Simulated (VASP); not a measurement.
# C (Cmme) in VASP: a series of runs, part 2 of 2

VASP 6.6.1. The steps go on from the part before.

## Step 3: Single point, PBE (12.69 Å³/atom)

File INCAR:

```
SYSTEM = C
  ALGO = Normal
  EDIFF = 1E-7
  ENCUT = 520
  GGA = PE
  ISIF = 2
  ISMEAR = 0
  LASPH = .True.
  LCHARG = .True.
  LELF = .True.
  LREAL = .False.
  LVHAR = .True.
  LWAVE = .False.
  NBANDS = 16
  NELM = 80
  PREC = Accurate
  SIGMA = 0.15
```

File KPOINTS:

```
k-points
0
Gamma
  21 21 6
  0 0 0
```

File POSCAR:

```
C
1.0
    1.3219287154     -2.1704329051      0.0000000000
    1.3219287154      2.1704329051      0.0000000000
    0.0000000000      0.0000000000      8.8471961802
C
4
Direct
    0.0833329406      0.9166670594      0.7503043452
    0.5833329406      0.4166670594      0.2496956548
    0.9166670594      0.0833329406      0.2496956548
    0.4166670594      0.5833329406      0.7503043452
```

Potentials or basis: VASP PAW PBE potentials, release 64 (C).

Run with:

```bash
cat potpaw_PBE.64/C/POTCAR > POTCAR
mpirun -np 1 vasp_std > vasp.out
```

OUTCAR:

```text
SYSTEM = C
   EDIFF = 1E-7
   ENCUT = 520
   GGA = PE
   ISIF = 2
   ISMEAR = 0
   LASPH = .True.
   LREAL = .False.
   NELM = 80
   PREC = Accurate

 ion  position               nearest neighbor table
   1  0.083  0.917  0.750-   4 1.45   4 1.51   4 1.51
   2  0.583  0.417  0.250-   3 1.45   3 1.51   3 1.51
   3  0.917  0.083  0.250-   2 1.45   2 1.51   2 1.51
   4  0.417  0.583  0.750-   1 1.45   1 1.51   1 1.51

  LATTYP: Found a base centered orthorhombic cell.
 ALAT       =     2.6438574308
 B/A-ratio  =     1.6418683397
 C/A-ratio  =     3.3463212037

  Lattice vectors:

 A1 = (   1.3219287154,  -2.1704329051,   0.0000000000)
 A2 = (   1.3219287154,   2.1704329051,   0.0000000000)
 A3 = (   0.0000000000,   0.0000000000,   8.8471961802)

Analysis of symmetry for initial positions (statically):
=====================================================================
 Subroutine PRICEL returns:
 Original cell was already a primitive cell.

 Routine SETGRP: Setting up the symmetry group for a
[... 174 lines left out ...]
 E-fermi :   1.8770     XC(G=0):  -8.2930

 val. band max:        1.6199455388   @ k =   0.3333   0.3333   0.0000
 cond. band min:       2.1115902321   @ k =   0.3333   0.3333   0.0000
 fundamental gap:      0.4916446933
 Fermi energy:         1.8770059495

 k-point     1 :       0.0000    0.0000    0.0000
  band No.  band energies     occupation
      1     -16.6408      2.00000
      2     -16.6138      2.00000
      3      -5.0994      2.00000
      4      -4.6924      2.00000
      5      -1.2234      2.00000
      6      -1.2214      2.00000
[... 433 lines left out ...]
      3      -8.0822      2.00000
      4      -8.0714      2.00000
      5      -3.6245      2.00000
      6      -3.6230      2.00000
[... 8 lines left out ...]
     15      14.3997      0.00000
     16      14.9451      0.00000

 [... further k-points ...]

------------------------ aborting loop because EDIFF is reached ----------------------------------------

  FORCE on cell =-STRESS in cart. coord.  units (eV):
  Direction    XX          YY          ZZ          XY          YZ          ZX
  --------------------------------------------------------------------------------------
  -------------------------------------------------------------------------------------
  Total      -14.7448619     -5.5905662     -0.0139431      0.0000000      0.0000000      0.0000000
  in kB     -465.3301989   -176.4315787     -0.4400276      0.0000000      0.0000000      0.0000000
  external PRESSURE =    -214.0672684 kB  Pullay stress =       0.0000000 kB

 VOLUME and BASIS-vectors are now :
 -----------------------------------------------------------------------------
  energy-cutoff  :      520.00
  volume of cell :       50.77
      direct lattice vectors                 reciprocal lattice vectors
     1.321928715 -2.170432905  0.000000000     0.378235221 -0.230368789  0.000000000
     1.321928715  2.170432905  0.000000000     0.378235221  0.230368789  0.000000000
     0.000000000  0.000000000  8.847196180     0.000000000  0.000000000  0.113030160

 POSITION                                       TOTAL-FORCE (eV/Angst)
 -----------------------------------------------------------------------------------
      1.32193      1.80870      6.63809         0.000000      0.146646     -0.000067
      1.32193     -0.36174      2.20911         0.000000      0.146646      0.000067
      1.32193     -1.80870      2.20911         0.000000     -0.146646      0.000067
      1.32193      0.36174      6.63809         0.000000     -0.146646     -0.000067
 -----------------------------------------------------------------------------------
    total drift:                                0.000000      0.000000      0.000000

  FREE ENERGIE OF THE ION-ELECTRON SYSTEM (eV)
  ---------------------------------------------------
  free  energy   TOTEN  =       -36.3342299429 eV

  energy  without entropy=      -36.3341923505  energy(sigma->0) =      -36.33421115
```

OSZICAR:

```text
N       E                     dE             d eps       ncg     rms          rms(c)
DAV:   1     0.461076656662E+02    0.46108E+02   -0.73860E+03 15496   0.878E+02
DAV:   2    -0.339786739545E+02   -0.80086E+02   -0.72143E+02 21736   0.184E+02
DAV:   3    -0.379513696050E+02   -0.39727E+01   -0.39433E+01 21128   0.400E+01
DAV:   4    -0.380003923696E+02   -0.49023E-01   -0.48993E-01 19352   0.529E+00
DAV:   5    -0.380013985318E+02   -0.10062E-02   -0.10059E-02 20680   0.723E-01    0.758E+00
DAV:   6    -0.367627085450E+02    0.12387E+01   -0.92117E-01 18736   0.555E+00    0.444E+00
DAV:   7    -0.363256364185E+02    0.43707E+00   -0.12002E+00 19328   0.638E+00    0.109E+00
DAV:   8    -0.363340531525E+02   -0.84167E-02   -0.44262E-02 17944   0.124E+00    0.128E-01
DAV:   9    -0.363339603352E+02    0.92817E-04   -0.87818E-04 21512   0.199E-01    0.830E-02
DAV:  10    -0.363342223682E+02   -0.26203E-03   -0.51988E-04 17296   0.148E-01    0.438E-02
DAV:  11    -0.363342280356E+02   -0.56674E-05   -0.16788E-05 20288   0.286E-02    0.701E-03
DAV:  12    -0.363342298173E+02   -0.17817E-05   -0.14373E-06 18176   0.958E-03    0.104E-03
DAV:  13    -0.363342299595E+02   -0.14226E-06   -0.19024E-07 19520   0.337E-03    0.622E-04
DAV:  14    -0.363342299429E+02    0.16568E-07   -0.11691E-08 16280   0.854E-04
   1 F= -.36334230E+02 E0= -.36334211E+02  d E =-.375924E-04
```

Run time: 8.5 min. Hardware: 1 thread of Oxide Virtual Turin-like, shared host; peak memory 0.35 GiB.

What came out:

| Property | Result |
| --- | --- |
| Free energy | -36.3342 eV |
| Pressure | -21.4 GPa |
| Largest force | 0.147 eV/Å |

Forces in eV/Å, atoms in the order of the input:
```
C    0.000  0.147  0.000
C    0.000  0.147  0.000
C    0.000 -0.147  0.000
C    0.000 -0.147  0.000
```

Caveat: the stress differs along the axes, from -47 to -0 GPa; this functional lacks dispersion, which binds layers or chains, so the pressure and a relaxed spacing across them are unreliable.

## Step 4: Single point, PBE (13.30 Å³/atom)

This run uses another cell than the first one, of 13.30 Å³/atom.

File INCAR:

```
ALGO = Normal
EDIFF = 1E-7
ENCUT = 520
GGA = PE
ISIF = 2
ISMEAR = 0
LASPH = True
LCHARG = False
LREAL = False
LWAVE = False
NBANDS = 16
NELM = 60
PREC = Accurate
SIGMA = 0.15
```

File KPOINTS:

```
k-points
0
Gamma
  21 21 6
```

File POSCAR:

```
C
1.0
    1.2729312335     -2.2645087247      0.0000000000
    1.2729312335      2.2645087247      0.0000000000
    0.0000000000      0.0000000000      9.2306713983
C
4
Direct
    0.0833329406      0.9166670594      0.7503043452
    0.5833329406      0.4166670594      0.2496956548
    0.9166670594      0.0833329406      0.2496956548
    0.4166670594      0.5833329406      0.7503043452
```

Run with:

```bash
cat potpaw_PBE.64/C/POTCAR > POTCAR
mpirun -np 1 vasp_std > vasp.out
```

Run time: 7.2 min. Hardware: 1 thread of Oxide Virtual Turin-like, shared host; peak memory 0.36 GiB.

The run converged. Its results:

```
Free energy   : -36.3761 eV
Pressure      : -21.8 GPa
Largest force : 0.006 eV/Å
```

Forces on the atoms (eV/Å):
```
C    0.000  0.006  0.000
C    0.000  0.006  0.000
C    0.000 -0.006  0.000
C    0.000 -0.006  0.000
```

Stress tensor (GPa, compression positive):
```
-25.84   0.00   0.00
  0.00 -39.49   0.00
  0.00   0.00  -0.09
```

Caveat: the stress differs along the axes, from -39 to -0 GPa; this functional lacks dispersion, which binds layers or chains, so the pressure and a relaxed spacing across them are unreliable.

## Step 5: Overview

```csv
cell,pressure (GPa),largest force (eV/Å)
"a = 2.564, b = 2.564, c = 9.168 Å, angles 90.0, 90.0, 122.6°, 4 atoms",-12.8,0.21
"a = 2.541, b = 2.541, c = 8.847 Å, angles 90.0, 90.0, 117.3°, 4 atoms",-21.4,0.15
"a = 2.598, b = 2.598, c = 9.231 Å, angles 90.0, 90.0, 121.3°, 4 atoms",-21.8,0.01
```

Alike in all rows: task single point; level PBE; potentials or basis VASP PAW PBE potentials, release 64 (C); no spin polarisation; k mesh 21 × 21 × 6; cutoff (eV) 520; smearing gaussian 0.15 eV.

Caveats: this functional lacks dispersion, which binds layers or chains, so the pressure and a relaxed spacing across them are unreliable; the stress differs along the axes, from -35 to -0 GPa (at least some runs); the stress differs along the axes, from -47 to -0 GPa (at least some runs); the stress differs along the axes, from -39 to -0 GPa (at least some runs).

Absolute energies hang on the potentials; compare differences alone.
